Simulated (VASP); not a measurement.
# Hf3BiPt (Pm-3m) in VASP: relaxation of cell and atoms with PBE

Aim: the relaxation of cell and atoms of Hf3BiPt with PBE.

Program: VASP 6.6.1. These are calculated values, not measurements. Logs are shortened: lines on timing, memory, paths and dates and some standing lists are left out, and cuts for length are marked.

## Step 1: The cell of the first run

Symmetry: Pm-3m, No. 221, cubic system. The conventional cell has a = 5.104 Å, b = 5.104 Å, c = 5.104 Å, α = 90.00°, β = 90.00°, γ = 90.00°. Within 3.4 Å of Hf (site symmetry 4/mmm) lie 2 Pt at 2.55 Å. Within 4.7 Å of Bi (site symmetry m-3m) lie 12 Hf at 3.61 Å and 8 Pt at 4.42 Å. Pt (site symmetry m-3m) has 6 Hf at 2.55 Å within 3.4 Å.

## Step 2: Relaxation of cell and atoms, PBE

INCAR reads:

```
SYSTEM = Hf3BiPt
ALGO = Fast
EDIFF = 1E-7
EDIFFG = -0.01
ENCUT = 600
GGA = PE
IBRION = 2
ISIF = 3
ISMEAR = 0
LASPH = .TRUE.
LCHARG = .FALSE.
LREAL = .FALSE.
LWAVE = .FALSE.
NELM = 80
NSW = 100
PREC = Accurate
SIGMA = 0.1
```

KPOINTS reads:

```
k-points
0
G
  8 8 8
  0 0 0
```

POSCAR reads:

```
Hf3BiPt
1.0
    5.1037385832      0.0000000000      0.0000000000
    0.0000000000      5.1037385832      0.0000000000
    0.0000000000      0.0000000000      5.1037385832
Hf Bi Pt
3 1 1
Direct
    0.0000000000      0.5000000000      0.5000000000
    0.5000000000      0.0000000000      0.5000000000
    0.5000000000      0.5000000000      0.0000000000
    0.0000000000      0.0000000000      0.0000000000
    0.5000000000      0.5000000000      0.5000000000
```

Potentials or basis: VASP PAW PBE potentials, release 64 (Hf_pv, Bi_d, Pt).

The run is started by

```bash
cat potpaw_PBE.64/Hf_pv/POTCAR potpaw_PBE.64/Bi_d/POTCAR potpaw_PBE.64/Pt/POTCAR > POTCAR
mpirun -np 1 vasp_std > vasp.out
```

OUTCAR:

```text
SYSTEM = Hf3BiPt
   EDIFF = 1E-7
   EDIFFG = -0.01
   ENCUT = 600
   GGA = PE
   IBRION = 2
   ISIF = 3
   ISMEAR = 0
   LASPH = .TRUE.
   LREAL = .FALSE.
   NELM = 80
   NSW = 100
   PREC = Accurate

 ion  position               nearest neighbor table
   1  0.000  0.500  0.500-   5 2.55   5 2.55   4 3.61   2 3.61   3 3.61   4 3.61   2 3.61   4 3.61
                             4 3.61   2 3.61   3 3.61   3 3.61   3 3.61   2 3.61
   2  0.500  0.000  0.500-   5 2.55   5 2.55   4 3.61   1 3.61   3 3.61   4 3.61   1 3.61   3 3.61
                             3 3.61   3 3.61   1 3.61   4 3.61   4 3.61   1 3.61
   3  0.500  0.500  0.000-   5 2.55   5 2.55   4 3.61   1 3.61   1 3.61   2 3.61   2 3.61   2 3.61
                             4 3.61   2 3.61   1 3.61   4 3.61   1 3.61   4 3.61
   4  0.000  0.000  0.000-   1 3.61   2 3.61   3 3.61   1 3.61   2 3.61   1 3.61   3 3.61   1 3.61
                             2 3.61   3 3.61   2 3.61   3 3.61
   5  0.500  0.500  0.500-   1 2.55   2 2.55   3 2.55   3 2.55   2 2.55   1 2.55

  LATTYP: Found a simple cubic cell.
 ALAT       =     5.1037385832

  Lattice vectors:

 A1 = (   5.1037385832,   0.0000000000,   0.0000000000)
 A2 = (   0.0000000000,   5.1037385832,   0.0000000000)
 A3 = (   0.0000000000,   0.0000000000,   5.1037385832)

Analysis of symmetry for initial positions (statically):
=====================================================================
 Subroutine PRICEL returns:
 Original cell was already a primitive cell.

 Routine SETGRP: Setting up the symmetry group for a
 simple cubic supercell.

 Subroutine GETGRP returns: Found 48 space group operations
 (whereof 48 operations were pure point group operations)
 out of a pool of 48 trial point group operations.

The static configuration has the point symmetry O_h .

Analysis of symmetry for dynamics (positions and initial velocities):
=====================================================================
 Subroutine PRICEL returns:
 Original cell was already a primitive cell.

 Routine SETGRP: Setting up the symmetry group for a
 simple cubic supercell.

 Subroutine GETGRP returns: Found 48 space group operations
 (whereof 48 operations were pure point group operations)
 out of a pool of 48 trial point group operations.

The dynamic configuration has the point symmetry O_h .

 Subroutine INISYM returns: Found 48 space group operations
 (whereof 48 operations are pure point group operations),
 and found     1 'primitive' translations

----------------------------------------------------------------------------------------

                                     Primitive cell

  volume of cell :     132.9429

  direct lattice vectors                    reciprocal lattice vectors
     5.103738583  0.000000000  0.000000000     0.195934800  0.000000000  0.000000000
     0.000000000  5.103738583  0.000000000     0.000000000  0.195934800  0.000000000
     0.000000000  0.000000000  5.103738583     0.000000000  0.000000000  0.195934800

  length of vectors
     5.103738583  5.103738583  5.103738583     0.195934800  0.195934800  0.195934800

  position of ions in fractional coordinates (direct lattice)
     0.000000000  0.500000000  0.500000000
     0.500000000  0.000000000  0.500000000
     0.500000000  0.500000000  0.000000000
     0.000000000  0.000000000  0.000000000
     0.500000000  0.500000000  0.500000000

  ion indices of the primitive-cell ions
   primitive index   ion index
                 1           1
                 2           2
                 3           3
                 4           4
                 5           5

----------------------------------------------------------------------------------------

 KPOINTS: k-points

Automatic generation of k-mesh.
 Grid dimensions read from file:
 generate k-points for:    8    8    8

 Generating k-lattice:

  Cartesian coordinates                     Fractional coordinates (reciprocal lattice)
     0.024491850  0.000000000  0.000000000     0.125000000  0.000000000  0.000000000
     0.000000000  0.024491850  0.000000000     0.000000000  0.125000000  0.000000000
     0.000000000  0.000000000  0.024491850     0.000000000  0.000000000  0.125000000

  Length of vectors
     0.024491850  0.024491850  0.024491850

  Shift w.r.t. Gamma in fractional coordinates (k-lattice)
     0.000000000  0.000000000  0.000000000

 Subroutine IBZKPT returns following result:
 ===========================================

 Found     35 irreducible k-points:

 Following reciprocal coordinates:
            Coordinates               Weight
  0.000000  0.000000  0.000000      1.000000
  0.125000  0.000000  0.000000      6.000000
  0.250000  0.000000  0.000000      6.000000
  0.375000  0.000000  0.000000      6.000000
  0.500000  0.000000  0.000000      3.000000
  0.125000  0.125000  0.000000     12.000000
[... 16 lines left out ...]
  0.375000  0.375000  0.125000     24.000000
  0.500000  0.375000  0.125000     24.000000
 [... further k-points ...]
   k-points           NKPTS =     35   k-points in BZ     NKDIM =     35   number of bands    NBANDS=     33
   number of dos      NEDOS =    301   number of ions     NIONS =      5
   total plane-waves  NPLWV =  74088
   dimension x,y,z NGX =    42 NGY =   42 NGZ =   42
   dimension x,y,z NGXF=    84 NGYF=   84 NGZF=   84
   ions per type =               3   1   1
   NGX,Y,Z   is equivalent  to a cutoff of  13.68, 13.68, 13.68 a.u.
   NGXF,Y,Z  is equivalent  to a cutoff of  27.36, 27.36, 27.36 a.u.
 SYSTEM =  Hf3BiPt
   PREC   = accura    normal or accurate (medium, high low for compatibility)
   ISTART =      0    job   : 0-new  1-cont  2-samecut
   ICHARG =      2    charge: 1-file 2-atom 10-const
   ISPIN  =      1    spin polarized calculation?
   LNONCOLLINEAR =      F non collinear calculations
   LSORBIT =      F    spin-orbit coupling
   LASPH  =      T    aspherical Exc in radial PAW
   ENCUT  =  600.0 eV  44.10 Ry    6.64 a.u.  10.19 10.19 10.19*2*pi/ulx,y,z
   NELM   =     80;   NELMIN=  2; NELMDL= -5     # of ELM steps
   EDIFF  = 0.1E-06   stopping-criterion for ELM
   LREAL  =      F    real-space projection
   EDIFFG = -.1E-01   stopping-criterion for IOM
   NSW    =    100    number of steps for IOM
   IBRION =      2    ionic relax: 0-MD 1-quasi-New 2-CG
   NFREE  =      1    steps in history (QN), initial steepest desc. (CG)
   ISIF   =      3    stress and relaxation
   ISYM   =      2    0-nonsym 1-usesym 2-fastsym
   POTIM  = 0.5000    time-step for ionic-motion
   TEBEG  =    0.0;   TEEND  =   0.0 temperature during run
   PSTRESS=    0.0 pullay stress
   NELECT =      55.0000    total number of electrons
   NUPDOWN=      -1.0000    fix difference up-down
   EMIN   =  10.00;   EMAX   =-10.00  energy-range for DOS
   EFERMI =   0.00;   METHOD = LEGACY
   ISMEAR =     0;   SIGMA  =   0.10  broadening in eV -4-tet -1-fermi 0-gaus
   EFERMI_NEDOS =   21; number of points for ismear=-14 and -15
   IALGO  =     68    algorithm
   IMIX   =      4    mixing-type and parameters
     AMIX     =   0.40;   BMIX     =  1.00
     AMIX_MAG =   1.60;   BMIX_MAG =  1.00
  volume/ion in A,a.u.               =      26.59       179.43
  Fermi-wavevector in a.u.,A,eV,Ry     =   1.219852  2.305187 20.246014  1.488040
  Thomas-Fermi vector in A             =   2.355090
   LORBIT       =      0    0 simple, 1 ext, 2 COOP (PROOUT), +10 PAW based schemes
   GGA     = PE    functional components
   LHFCALC =     F    Hartree Fock is set to
   AEXX    =    0.0000 exact exchange contribution
   IVDW    =     0    specifies the selected vdW correction
   LEPSILON=     F    determine dielectric tensor
   LRPA    =     F    only Hartree local field effects (RPA)
 conjugate gradient relaxation of ions
 non-spin polarized calculation
 RMM-DIIS sequential band-by-band and
 Gauss-broadening in eV      SIGMA  =   0.10
  energy-cutoff  :      600.00
  volume of cell :      132.94
 maximum number of plane-waves:      4468
 NGX is ok and might be reduce to    42
   NGX = 21   NGY = 21   NGZ = 21

--------------------------------------- Ionic step        1  -------------------------------------------

 number of electron      55.0000006 magnetization

 Free energy of the ion-electron system (eV)
  ---------------------------------------------------
  ext. energy  EPLUGINS =         0.00000000
  ---------------------------------------------------
  free energy    TOTEN  =       -39.76978161 eV

  energy without entropy =      -39.74700258  energy(sigma->0) =      -39.75839209

------------------------ aborting loop because EDIFF is reached ----------------------------------------

  FORCE on cell =-STRESS in cart. coord.  units (eV):
  Direction    XX          YY          ZZ          XY          YZ          ZX
  --------------------------------------------------------------------------------------
  -------------------------------------------------------------------------------------
  Total       -0.5456191     -0.5456191     -0.5456191     -0.0000000      0.0000000     -0.0000000
  in kB       -6.5755919     -6.5755919     -6.5755919     -0.0000000      0.0000000     -0.0000000
  external PRESSURE =      -6.5755919 kB  Pullay stress =       0.0000000 kB

 VOLUME and BASIS-vectors are now :
 -----------------------------------------------------------------------------
  energy-cutoff  :      600.00
  volume of cell :      132.94
      direct lattice vectors                 reciprocal lattice vectors
     5.103738583  0.000000000  0.000000000     0.195934800  0.000000000  0.000000000
     0.000000000  5.103738583  0.000000000     0.000000000  0.195934800  0.000000000
     0.000000000  0.000000000  5.103738583     0.000000000  0.000000000  0.195934800
[... 40 lines left out ...]
 POSITION                                       TOTAL-FORCE (eV/Angst)
 -----------------------------------------------------------------------------------
     -0.00000      2.53844      2.53844         0.000000      0.000000      0.000000
      2.53844      0.00000      2.53844        -0.000000      0.000000      0.000000
      2.53844      2.53844     -0.00000        -0.000000     -0.000000      0.000000
      0.00000      0.00000      0.00000        -0.000000     -0.000000      0.000000
      2.53844      2.53844      2.53844         0.000000      0.000000      0.000000
 -----------------------------------------------------------------------------------
    total drift:                                0.000000     -0.000000      0.000000

  FREE ENERGIE OF THE ION-ELECTRON SYSTEM (eV)
  ---------------------------------------------------
  free  energy   TOTEN  =       -39.7680397368 eV

  energy  without entropy=      -39.7455222699  energy(sigma->0) =      -39.75678100

--------------------------------------- Ionic step        3  -------------------------------------------

 number of electron      55.0000008 magnetization

 Free energy of the ion-electron system (eV)
  ---------------------------------------------------
  ext. energy  EPLUGINS =         0.00000000
  ---------------------------------------------------
  free energy    TOTEN  =       -39.77160434 eV

  energy without entropy =      -39.74893739  energy(sigma->0) =      -39.76027087

 E-fermi :   5.6996     XC(G=0): -10.4968

 val. band max:        5.6619391985   @ k =   0.3750   0.2500   0.1250
 cond. band min:       5.7124507753   @ k =   0.2500   0.1250   0.1250
 fundamental gap:      0.0505115768
 Fermi energy:         5.6996484200

 k-point     1 :       0.0000    0.0000    0.0000
  band No.  band energies     occupation
      1     -26.1716      2.00000
      2     -26.1716      2.00000
      3     -26.1716      2.00000
      4     -26.1237      2.00000
      5     -26.1237      2.00000
      6     -26.1237      2.00000
[... 853 lines left out ...]
     32       6.7270      0.00000
     33       7.3211      0.00000

 [... further k-points ...]

------------------------ aborting loop because EDIFF is reached ----------------------------------------

  FORCE on cell =-STRESS in cart. coord.  units (eV):
  Direction    XX          YY          ZZ          XY          YZ          ZX
  --------------------------------------------------------------------------------------
  -------------------------------------------------------------------------------------
  Total        0.0007021      0.0007021      0.0007021     -0.0000000     -0.0000000      0.0000000
  in kB        0.0085177      0.0085177      0.0085177     -0.0000000     -0.0000000      0.0000000
  external PRESSURE =       0.0085177 kB  Pullay stress =       0.0000000 kB

 VOLUME and BASIS-vectors are now :
 -----------------------------------------------------------------------------
  energy-cutoff  :      600.00
  volume of cell :      132.07
      direct lattice vectors                 reciprocal lattice vectors
     5.092490628 -0.000000000 -0.000000000     0.196367568  0.000000000  0.000000000
    -0.000000000  5.092490628  0.000000000     0.000000000  0.196367568 -0.000000000
    -0.000000000  0.000000000  5.092490628     0.000000000 -0.000000000  0.196367568

 POSITION                                       TOTAL-FORCE (eV/Angst)
 -----------------------------------------------------------------------------------
     -0.00000      2.54625      2.54625         0.000000      0.000000      0.000000
      2.54625      0.00000      2.54625        -0.000000      0.000000      0.000000
      2.54625      2.54625     -0.00000        -0.000000     -0.000000      0.000000
      0.00000      0.00000      0.00000        -0.000000     -0.000000      0.000000
      2.54625      2.54625      2.54625         0.000000      0.000000      0.000000
 -----------------------------------------------------------------------------------
    total drift:                                0.000000     -0.000000      0.000000

  FREE ENERGIE OF THE ION-ELECTRON SYSTEM (eV)
  ---------------------------------------------------
  free  energy   TOTEN  =       -39.7716043373 eV

  energy  without entropy=      -39.7489373945  energy(sigma->0) =      -39.76027087

 reached required accuracy - stopping structural energy minimisation
```

Wall time 8.8 min (1 thread of Intel Xeon Platinum 8488C (Sapphire Rapids), shared host); peak memory 0.39 GiB.

What came out:

```yaml
Free_energy: -39.7716 eV
Relaxed_volume: 26.41 Å³/atom
Relaxed_cell: a = 5.092 Å, b = 5.092 Å, c = 5.092 Å, α = 90.00°, β = 90.00°, γ = 90.00°
Space_group_after_relaxing_to_0.1_Å: Pm-3m (No. 221)
Energy_gained_by_relaxing: 0.4 meV/atom
Ionic_steps: 3
Pressure_after_relaxing: 0.0 GPa
Band_gap_on_the_k_mesh: zero (an odd number of electrons rules out a gap without spin polarisation)
```

Step by step:
```tsv
step	energy change (eV)	largest force (eV/Å)	pressure (GPa)	volume (Å³)
1	0.0000	0.0000	-0.66	132.94
2	0.0017	0.0000	0.95	130.85
3	-0.0018	0.0000	0.00	132.07
```

Final structure:
```yaml
crystal:
  lattice:
    - [5.09249, 0.00000, 0.00000]
    - [0.00000, 5.09249, 0.00000]
    - [0.00000, 0.00000, 5.09249]
  atoms:
    - { symbol: Hf, position: [0.00000, 0.50000, 0.50000] }
    - { symbol: Hf, position: [0.50000, 0.00000, 0.50000] }
    - { symbol: Hf, position: [0.50000, 0.50000, 0.00000] }
    - { symbol: Bi, position: [0.00000, 0.00000, 0.00000] }
    - { symbol: Pt, position: [0.50000, 0.50000, 0.50000] }
```

Caveat: spin-orbit coupling is left out, which moves the levels of the heavy elements.
